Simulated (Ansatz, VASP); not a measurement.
**Two plane-wave programs on LiH**

The input INCAR:

```
SYSTEM = LiH
ALGO = Normal ; EDIFF = 1E-6
ENCUT = 750 ; GGA = CA
GGA_COMPAT = .FALSE. ; ISIF = 2
ISMEAR = 0 ; LASPH = .TRUE.
LCHARG = .FALSE. ; LREAL = .FALSE.
LWAVE = .FALSE. ; NBANDS = 9
NELM = 120 ; PREC = Accurate
SIGMA = 0.05
```

KPOINTS

```
k-points
0
G
  8 8 8
  0 0 0
```

File POSCAR:

```
LiH
1.0
    0.0000000000      1.9609001589      1.9609001589
    1.9609001589      0.0000000000      1.9609001589
    1.9609001589      1.9609001589      0.0000000000
Li H
1 1
Direct
    0.0000000000      0.0000000000      0.0000000000
    0.5000000000      0.5000000000      0.5000000000
```

Input for Ansatz:

```yaml
crystal:
  lattice:
    - [0.0, 1.9609001589, 1.9609001589]
    - [1.9609001589, 0.0, 1.9609001589]
    - [1.9609001589, 1.9609001589, 0.0]
  atoms:
    - { symbol: Li, position: [0.0, 0.0, 0.0] }
    - { symbol: H, position: [0.5, 0.5, 0.5] }
basis:
  ecutwfc: 420
kpoints:
  mp_grid: { grid: [8, 8, 8] }
hamiltonian:
  xc: lda
scf:
  occupations: { method: gaussian, width: 0.05 }
output:
  forces: true
  stress: true
  eigenvalues: true
```

Alike in both runs: task single point; functional LDA; k mesh 8 × 8 × 8; occupations gaussian, width 0.05 eV; no spin polarisation.

|  | VASP | Ansatz |
| --- | --- | --- |
| version | VASP 6.6.1 | Ansatz 0.2.0 |
| potentials or method | VASP PAW LDA potentials, release 64 (Li_sv, H), cutoff 750 eV | scalar-relativistic, plane waves, PAW |
| valence electrons in the cell | 4 | 4 |

```tsv
	VASP	Ansatz	Ansatz less VASP
gap on the k mesh at the Fermi level (eV)	2.54	2.55	+0.005
least direct gap on the mesh (eV)	2.54	2.55	+0.005
pressure (GPa)	-0.5	-0.4	+0.16
```

LDA's correlation is that of Perdew and Zunger in VASP and of Perdew and Wang (1992) in Ansatz.
